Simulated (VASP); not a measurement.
Runs of VASP 6.6.1 on LiH. It takes space group F-43m (No. 216, cubic). Conventional cell: a = 4.290 Å, b = 4.290 Å, c = 4.290 Å, α = 90.00°, β = 90.00°, γ = 90.00°. Li (site symmetry -43m) has 4 H at 1.86 Å within 2.5 Å. Within 2.5 Å of H (site symmetry -43m) lie 4 Li at 1.86 Å. 

```tsv
level	k mesh	grid for exact exchange (PRECFOCK)	screening parameter	gap on the mesh (eV)
PBE	6 × 6 × 6	-	-	4.30
r2SCAN	6 × 6 × 6	-	-	(a)
HSE06	6 × 6 × 6	Normal	0.2079 1/Å	5.35
PBE	10 × 10 × 10	-	-	4.24
PBE0	6 × 6 × 6	Normal	-	(b)
```

Alike in all rows: task single point; potentials or basis VASP PAW PBE potentials, release 64 (Li_sv, H); no spin polarisation; cell as given; cutoff (eV) 520; smearing gaussian 0.01 eV.

Task: Fill in the values left out.

Result: (a) 4.88; (b) 6.09.

Caveats: some runs use coarse meshes.

A k mesh can miss the band edges.
